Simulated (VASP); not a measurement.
# Hf2Si (I4/mcm) in VASP: notebook, part 2 of 2

VASP 6.6.1. The steps go on from the part before.

### 4 Single point, PBEsol

INCAR reads:

```
ALGO = Fast ; EDIFF = 1E-7
ENCUT = 520 ; GGA = PS
ISIF = 2 ; ISMEAR = 1
LASPH = True ; LCHARG = True
LELF = True ; LREAL = False
LVHAR = True ; LWAVE = False
NBANDS = 33 ; NELM = 80
PREC = Accurate ; SIGMA = 0.05
```

KPOINTS reads:

```
k-points
0
Gamma
  10 10 10
```

POSCAR reads:

```
Hf2Si
1.0
   -3.2753522240      3.2753522240      2.5828233930
    3.2753522240     -3.2753522240      2.5828233930
    3.2753522240      3.2753522240     -2.5828233930
Hf Si
4 2
Direct
    0.8435136200      0.6564863800      0.5000000000
    0.3435136200      0.8435136200      0.1870272400
    0.1564863800      0.3435136200      0.5000000000
    0.6564863800      0.1564863800      0.8129727600
    0.7500000000      0.7500000000      0.0000000000
    0.2500000000      0.2500000000      0.0000000000
```

Potentials or basis: VASP PAW PBE potentials, release 64 (Hf_pv, Si).

Started as:

```
> cat potpaw_PBE.64/Hf_pv/POTCAR potpaw_PBE.64/Si/POTCAR > POTCAR
> mpirun -np 1 vasp_std > vasp.out
```

OUTCAR:

```text
EDIFF = 1E-7
   ENCUT = 520
   GGA = PS
   ISIF = 2
   ISMEAR = 1
   LASPH = True
   LREAL = False
   NELM = 80
   PREC = Accurate

 ion  position               nearest neighbor table
   1  0.844  0.656  0.500-   6 2.79   5 2.79   5 2.79   6 2.79   3 2.90   3 3.11   3 3.11   4 3.30
                             2 3.30   4 3.30   2 3.30   4 3.50   2 3.50   2 3.50   4 3.50
   2  0.344  0.844  0.187-   5 2.79   6 2.79   6 2.79   5 2.79   4 2.90   4 3.11   4 3.11   1 3.30
                             3 3.30   3 3.30   1 3.30   1 3.50   3 3.50   1 3.50   3 3.50
   3  0.156  0.344  0.500-   5 2.79   6 2.79   6 2.79   5 2.79   1 2.90   1 3.11   1 3.11   4 3.30
                             2 3.30   4 3.30   2 3.30   4 3.50   2 3.50   4 3.50   2 3.50
   4  0.656  0.156  0.813-   5 2.79   6 2.79   6 2.79   5 2.79   2 2.90   2 3.11   2 3.11   1 3.30
                             3 3.30   3 3.30   1 3.30   1 3.50   3 3.50   1 3.50   3 3.50
   5  0.750  0.750  0.000-   6 2.58   6 2.58   2 2.79   4 2.79   4 2.79   2 2.79   1 2.79   1 2.79
                             3 2.79   3 2.79
   6  0.250  0.250  0.000-   5 2.58   5 2.58   2 2.79   4 2.79   4 2.79   2 2.79   3 2.79   1 2.79
                             1 2.79   3 2.79

  LATTYP: Found a body centered tetragonal cell.
 ALAT       =     6.5507044480
 C/A-ratio  =     0.7885635548

  Lattice vectors:

 A1 = (  -3.2753522240,   3.2753522240,   2.5828233930)
 A2 = (   3.2753522240,  -3.2753522240,   2.5828233930)
 A3 = (   3.2753522240,   3.2753522240,  -2.5828233930)

Analysis of symmetry for initial positions (statically):
=====================================================================
 Subroutine PRICEL returns:
 Original cell was already a primitive cell.

 Routine SETGRP: Setting up the symmetry group for a
 body centered tetragonal supercell.

 Subroutine GETGRP returns: Found 16 space group operations
 (whereof  8 operations were pure point group operations)
 out of a pool of 16 trial point group operations.

The static configuration has the point symmetry C_4h.
[... 146 lines left out ...]
  Thomas-Fermi vector in A             =   2.373120
   LORBIT       =      0    0 simple, 1 ext, 2 COOP (PROOUT), +10 PAW based schemes
   GGA     = PS    functional components
   LHFCALC =     F    Hartree Fock is set to
   AEXX    =    0.0000 exact exchange contribution
   IVDW    =     0    specifies the selected vdW correction
   LEPSILON=     F    determine dielectric tensor
   LRPA    =     F    only Hartree local field effects (RPA)
 non-spin polarized calculation
 RMM-DIIS sequential band-by-band and
 Methfessel and Paxton  Order N= 1 SIGMA  =   0.05
  energy-cutoff  :      520.00
  volume of cell :      110.83
 maximum number of plane-waves:      3018
   NGX = 19   NGY = 19   NGZ = 19

 number of electron      48.0000004 magnetization

 Free energy of the ion-electron system (eV)
  ---------------------------------------------------
  ext. energy  EPLUGINS =         0.00000000
  ---------------------------------------------------
  free energy    TOTEN  =       -58.28138883 eV

  energy without entropy =      -58.28111688  energy(sigma->0) =      -58.28129818

 E-fermi :   5.9739     XC(G=0): -11.6493

 val. band max:        5.9693807904   @ k =   0.2000   0.2000   0.2000
 cond. band min:       5.9829543925   @ k =   0.5000   0.5000   0.5000
 fundamental gap:      0.0135736021
 Fermi energy:         5.9738920144

 k-point     1 :       0.0000    0.0000    0.0000
  band No.  band energies     occupation
      1     -24.2918      2.00000
      2     -24.2841      2.00000
      3     -24.1690      2.00000
      4     -24.1690      2.00000
      5     -24.1337      2.00000
      6     -24.1337      2.00000
[... 853 lines left out ...]
     32      10.2338      0.00000
     33      10.3678      0.00000

 [... further k-points ...]

------------------------ aborting loop because EDIFF is reached ----------------------------------------

  FORCE on cell =-STRESS in cart. coord.  units (eV):
  Direction    XX          YY          ZZ          XY          YZ          ZX
  --------------------------------------------------------------------------------------
  -------------------------------------------------------------------------------------
  Total       -1.8656049     -1.8656049     -1.6655605      0.0000000      0.0000000     -0.0000000
  in kB      -26.9686700    -26.9686700    -24.0768835      0.0000000      0.0000000     -0.0000000
  external PRESSURE =     -26.0047412 kB  Pullay stress =       0.0000000 kB

 VOLUME and BASIS-vectors are now :
 -----------------------------------------------------------------------------
  energy-cutoff  :      520.00
  volume of cell :      110.83
      direct lattice vectors                 reciprocal lattice vectors
    -3.275352224  3.275352224  2.582823393     0.000000000  0.152655338  0.193586600
     3.275352224 -3.275352224  2.582823393     0.152655338  0.000000000  0.193586600
     3.275352224  3.275352224 -2.582823393     0.152655338  0.152655338  0.000000000

 POSITION                                       TOTAL-FORCE (eV/Angst)
 -----------------------------------------------------------------------------------
      1.02510      2.25026      2.58282         0.025520     -0.025520      0.000000
      2.25026     -1.02510      2.58282        -0.025520     -0.025520      0.000000
      2.25026      1.02510      0.00000        -0.025520      0.025520      0.000000
      1.02510      4.30045     -0.00000         0.025520      0.025520     -0.000000
      0.00000      0.00000      3.87424         0.000000      0.000000      0.000000
      0.00000      0.00000      1.29141        -0.000000      0.000000      0.000000
 -----------------------------------------------------------------------------------
    total drift:                               -0.000000      0.000000     -0.000000

  FREE ENERGIE OF THE ION-ELECTRON SYSTEM (eV)
  ---------------------------------------------------
  free  energy   TOTEN  =       -58.2813888303 eV

  energy  without entropy=      -58.2811168793  energy(sigma->0) =      -58.28129818
```

stdout:

```text
POSCAR found type information on POSCAR HfSi
 POSCAR found :  2 types and       6 ions
 scaLAPACK will be used
 -----------------------------------------------------------------------------
|                                                                             |
|                                                                             |
|     You enforced a specific xc type in the INCAR file but a different       |
|     I HOPE YOU KNOW WHAT YOU ARE DOING!                                     |
|                                                                             |
 -----------------------------------------------------------------------------

 LDA part: xc-table for (Slater+PW92), standard interpolation
 POSCAR, INCAR and KPOINTS ok, starting setup
 FFT: planning ... GRIDC
 FFT: planning ... GRID_SOFT
 FFT: planning ... GRID
 WAVECAR not read
 entering main loop
```

Wall time 12 min (1 thread of AMD EPYC 7R43 (Zen 3), shared host); peak memory 0.42 GiB.

What came out:

```yaml
Free_energy: -58.2814 eV
Pressure: -2.6 GPa
Largest_force: 0.036 eV/Å
Band_gap_on_the_k_mesh: zero (bands 24 and 25 overlap by 0.79 eV)
```

Forces on the atoms (eV/Å):
```
Hf   0.026 -0.026  0.000
Hf  -0.026 -0.026  0.000
Hf  -0.026  0.026  0.000
Hf   0.026  0.026  0.000
Si   0.000  0.000  0.000
Si   0.000  0.000  0.000
```

Caveat: the PAW data sets were made with another functional, which shifts forces and pressure a little; spin-orbit coupling is left out, which moves the levels of the heavy elements.

### 5 Single point, PBEsol

INCAR reads:

```
SYSTEM = Hf2Si
  PREC = Accurate
  ENCUT = 520
  EDIFF = 1E-6
  ISMEAR = 1
  SIGMA = 0.5
  LREAL = .False.
  LASPH = .True.
  NELM = 100
  ALGO = Fast
  ISIF = 2
  LWAVE = .False.
  LCHARG = .False.
  GGA = PS
  NBANDS = 33
```

KPOINTS reads:

```
Automatic mesh
0
Gamma
  10 10 10
  0 0 0
```

POSCAR is that of step 4.

Potentials or basis: VASP PAW PBE potentials, release 64 (Hf_pv, Si).

Started as:

```
> cat potpaw_PBE.64/Hf_pv/POTCAR potpaw_PBE.64/Si/POTCAR > POTCAR
> mpirun -np 1 vasp_std > vasp.out
```

OUTCAR:

```text
SYSTEM = Hf2Si
   PREC = Accurate
   ENCUT = 520
   EDIFF = 1E-6
   ISMEAR = 1
   LREAL = .False.
   LASPH = .True.
   NELM = 100
   ISIF = 2
   GGA = PS

 ion  position               nearest neighbor table
   1  0.844  0.656  0.500-   6 2.79   5 2.79   5 2.79   6 2.79   3 2.90   3 3.11   3 3.11   4 3.30
                             2 3.30   4 3.30   2 3.30   4 3.50   2 3.50   2 3.50   4 3.50
   2  0.344  0.844  0.187-   5 2.79   6 2.79   6 2.79   5 2.79   4 2.90   4 3.11   4 3.11   1 3.30
                             3 3.30   3 3.30   1 3.30   1 3.50   3 3.50   1 3.50   3 3.50
   3  0.156  0.344  0.500-   5 2.79   6 2.79   6 2.79   5 2.79   1 2.90   1 3.11   1 3.11   4 3.30
                             2 3.30   4 3.30   2 3.30   4 3.50   2 3.50   4 3.50   2 3.50
   4  0.656  0.156  0.813-   5 2.79   6 2.79   6 2.79   5 2.79   2 2.90   2 3.11   2 3.11   1 3.30
                             3 3.30   3 3.30   1 3.30   1 3.50   3 3.50   1 3.50   3 3.50
   5  0.750  0.750  0.000-   6 2.58   6 2.58   2 2.79   4 2.79   4 2.79   2 2.79   1 2.79   1 2.79
                             3 2.79   3 2.79
   6  0.250  0.250  0.000-   5 2.58   5 2.58   2 2.79   4 2.79   4 2.79   2 2.79   3 2.79   1 2.79
                             1 2.79   3 2.79

  LATTYP: Found a body centered tetragonal cell.
 ALAT       =     6.5507044480
 C/A-ratio  =     0.7885635548

  Lattice vectors:

 A1 = (  -3.2753522240,   3.2753522240,   2.5828233930)
 A2 = (   3.2753522240,  -3.2753522240,   2.5828233930)
 A3 = (   3.2753522240,   3.2753522240,  -2.5828233930)

Analysis of symmetry for initial positions (statically):
=====================================================================
 Subroutine PRICEL returns:
 Original cell was already a primitive cell.

 Routine SETGRP: Setting up the symmetry group for a
 body centered tetragonal supercell.

 Subroutine GETGRP returns: Found 16 space group operations
 (whereof  8 operations were pure point group operations)
 out of a pool of 16 trial point group operations.

The static configuration has the point symmetry C_4h.
 The point group associated with its full space group is D_4h.

Analysis of symmetry for dynamics (positions and initial velocities):
[... 146 lines left out ...]
   LHFCALC =     F    Hartree Fock is set to
   AEXX    =    0.0000 exact exchange contribution
   IVDW    =     0    specifies the selected vdW correction
   LEPSILON=     F    determine dielectric tensor
   LRPA    =     F    only Hartree local field effects (RPA)
 non-spin polarized calculation
 RMM-DIIS sequential band-by-band and
 Methfessel and Paxton  Order N= 1 SIGMA  =   0.50
  energy-cutoff  :      520.00
  volume of cell :      110.83
 maximum number of plane-waves:      3018
   NGX = 19   NGY = 19   NGZ = 19

 number of electron      48.0000004 magnetization

 Free energy of the ion-electron system (eV)
  ---------------------------------------------------
  ext. energy  EPLUGINS =         0.00000000
  ---------------------------------------------------
  free energy    TOTEN  =       -58.25414679 eV

  energy without entropy =      -58.34838672  energy(sigma->0) =      -58.28556010

 E-fermi :   5.9558     XC(G=0): -11.6495

 val. band max:        5.9312244897   @ k =  -0.3000  -0.3000   0.1000
 cond. band min:       5.9634633146   @ k =  -0.4000  -0.4000   0.4000
 fundamental gap:      0.0322388249
 Fermi energy:         5.9557706794

 k-point     1 :       0.0000    0.0000    0.0000
  band No.  band energies     occupation
      1     -24.2928      2.00000
      2     -24.2850      2.00000
      3     -24.1723      2.00000
      4     -24.1723      2.00000
      5     -24.1359      2.00000
      6     -24.1359      2.00000
[... 853 lines left out ...]
     32      10.2338     -0.00000
     33      10.3695     -0.00000

 [... further k-points ...]

------------------------ aborting loop because EDIFF is reached ----------------------------------------

  FORCE on cell =-STRESS in cart. coord.  units (eV):
  Direction    XX          YY          ZZ          XY          YZ          ZX
  --------------------------------------------------------------------------------------
  -------------------------------------------------------------------------------------
  Total       -1.9004054     -1.9004054     -1.7048938      0.0000000      0.0000000      0.0000000
  in kB      -27.4717371    -27.4717371    -24.6454751      0.0000000      0.0000000      0.0000000
  external PRESSURE =     -26.5296497 kB  Pullay stress =       0.0000000 kB

 VOLUME and BASIS-vectors are now :
 -----------------------------------------------------------------------------
  energy-cutoff  :      520.00
  volume of cell :      110.83
      direct lattice vectors                 reciprocal lattice vectors
    -3.275352224  3.275352224  2.582823393     0.000000000  0.152655338  0.193586600
     3.275352224 -3.275352224  2.582823393     0.152655338  0.000000000  0.193586600
     3.275352224  3.275352224 -2.582823393     0.152655338  0.152655338  0.000000000

 POSITION                                       TOTAL-FORCE (eV/Angst)
 -----------------------------------------------------------------------------------
      1.02510      2.25026      2.58282         0.023138     -0.023138      0.000000
      2.25026     -1.02510      2.58282        -0.023138     -0.023138     -0.000000
      2.25026      1.02510      0.00000        -0.023138      0.023138     -0.000000
      1.02510      4.30045     -0.00000         0.023138      0.023138      0.000000
      0.00000      0.00000      3.87424        -0.000000     -0.000000     -0.000000
      0.00000      0.00000      1.29141        -0.000000     -0.000000     -0.000000
 -----------------------------------------------------------------------------------
    total drift:                               -0.000000      0.000000     -0.000000

  FREE ENERGIE OF THE ION-ELECTRON SYSTEM (eV)
  ---------------------------------------------------
  free  energy   TOTEN  =       -58.2541467882 eV

  energy  without entropy=      -58.3483867178  energy(sigma->0) =      -58.28556010
```

OSZICAR:

```text
N       E                     dE             d eps       ncg     rms          rms(c)
DAV:   1     0.176909450455E+03    0.17691E+03   -0.25289E+04  6740   0.137E+03
DAV:   2    -0.491035943697E+02   -0.22601E+03   -0.21372E+03  7848   0.327E+02
DAV:   3    -0.606216273559E+02   -0.11518E+02   -0.10895E+02  8975   0.468E+01
DAV:   4    -0.608286131785E+02   -0.20699E+00   -0.20607E+00  8384   0.658E+00
DAV:   5    -0.608324640268E+02   -0.38508E-02   -0.38476E-02  8570   0.843E-01    0.972E+01
RMM:   6    -0.586240034683E+02    0.22085E+01   -0.37280E+00  7202   0.687E+00    0.627E+01
RMM:   7    -0.584886062937E+02    0.13540E+00   -0.66083E+00  9209   0.963E+00    0.571E+00
RMM:   8    -0.582505887310E+02    0.23802E+00   -0.10963E+00  7141   0.420E+00    0.138E+00
RMM:   9    -0.582526094028E+02   -0.20207E-02   -0.10422E-01  8265   0.141E+00    0.721E-01
RMM:  10    -0.582539125910E+02   -0.13032E-02   -0.19609E-02  9586   0.489E-01    0.205E-01
RMM:  11    -0.582541086036E+02   -0.19601E-03   -0.24263E-03  9841   0.169E-01    0.128E-01
RMM:  12    -0.582541459738E+02   -0.37370E-04   -0.40586E-04  9945   0.588E-02    0.637E-02
RMM:  13    -0.582541466324E+02   -0.65862E-06   -0.61738E-05  8952   0.276E-02    0.156E-02
RMM:  14    -0.582541466351E+02   -0.26912E-08   -0.16267E-05  7464   0.145E-02    0.448E-03
RMM:  15    -0.582541467882E+02   -0.15312E-06   -0.32072E-06  6847   0.604E-03
   1 F= -.58254147E+02 E0= -.58285560E+02  d E =0.942399E-01
```

stdout:

```text
POSCAR found type information on POSCAR HfSi
 POSCAR found :  2 types and       6 ions
 scaLAPACK will be used
 -----------------------------------------------------------------------------
|                                                                             |
|                                                                             |
|     You enforced a specific xc type in the INCAR file but a different       |
|     I HOPE YOU KNOW WHAT YOU ARE DOING!                                     |
|                                                                             |
 -----------------------------------------------------------------------------

 LDA part: xc-table for (Slater+PW92), standard interpolation
 POSCAR, INCAR and KPOINTS ok, starting setup
 FFT: planning ... GRIDC
 FFT: planning ... GRID_SOFT
 FFT: planning ... GRID
 WAVECAR not read
 entering main loop
```

Run time: 9.6 min. Hardware: 1 thread of AMD EPYC 7R43 (Zen 3), shared host; peak memory 0.41 GiB.

Results:

* Free energy: -58.2541 eV
* Pressure: -2.7 GPa
* Largest force: 0.033 eV/Å
* Band gap on the k mesh: zero (bands 24 and 25 overlap by 0.79 eV)

Forces in eV/Å, atoms in the order of the input:
```
Hf   0.023 -0.023  0.000
Hf  -0.023 -0.023  0.000
Hf  -0.023  0.023  0.000
Hf   0.023  0.023  0.000
Si   0.000  0.000  0.000
Si   0.000  0.000  0.000
```

Stress tensor (GPa, compression positive):
```
-2.75  0.00  0.00
 0.00 -2.75  0.00
 0.00  0.00 -2.46
```

Levels at points of the mesh, in eV from the Fermi level:
| k point | band 20 | band 21 | band 22 | band 23 | band 24 | band 25 | band 26 | band 27 | band 28 | band 29 |
| --- | --- | --- | --- | --- | --- | --- | --- | --- | --- | --- |
| (0.00, 0.00, 0.00) | -1.36 | -1.25 | -1.25 | -0.97 | -0.89 | 2.04 | 2.08 | 2.10 | 2.55 | 2.55 |
| (0.50, 0.00, 0.00) | -1.07 | -0.71 | -0.71 | -0.50 | -0.50 | 0.21 | 0.21 | 1.99 | 1.99 | 3.24 |
| (0.50, 0.50, 0.00) | -2.12 | -1.41 | -1.06 | -0.62 | -0.41 | 1.32 | 1.36 | 1.68 | 2.15 | 2.94 |
| (0.50, 0.50, 0.50) | -1.99 | -0.87 | -0.43 | 0.03 | 0.34 | 0.38 | 0.38 | 1.34 | 1.44 | 1.74 |

Caveat: the PAW data sets were made with another functional, which shifts forces and pressure a little; spin-orbit coupling is left out, which moves the levels of the heavy elements.

### 6 Overview

| smearing | further INCAR settings | gap on the mesh (eV) | pressure (GPa) | largest force (eV/Å) |
| --- | --- | --- | --- | --- |
| fermi-dirac 0.5 eV | ALGO = Fast; EDIFF = 1e-06; NBANDS = 33 | none | -0.7 | 0.44 |
| methfessel-paxton 0.02 eV | ALGO = Fast; EDIFF = 1e-07; NBANDS = 33 | none | -2.6 | 0.04 |
| methfessel-paxton 0.05 eV | ALGO = Fast; EDIFF = 1e-07; NBANDS = 33 | none | -2.6 | 0.04 |
| methfessel-paxton 0.5 eV | ALGO = Fast; EDIFF = 1e-06; NBANDS = 33 | none | -2.7 | 0.03 |

Alike in all rows: task single point; level PBEsol; potentials or basis VASP PAW PBE potentials, release 64 (Hf_pv, Si); no spin polarisation; cell as given; k mesh 10 × 10 × 10; cutoff (eV) 520.

Caveats: the PAW data sets were made with another functional, which shifts forces and pressure a little; spin-orbit coupling is left out, which moves the levels of the heavy elements; so wide a smearing shifts energies and pressures (at least some runs).

Absolute energies hang on the potentials; compare differences alone.

The gap in the log of VASP goes by the Fermi energy; the results here count the filled bands.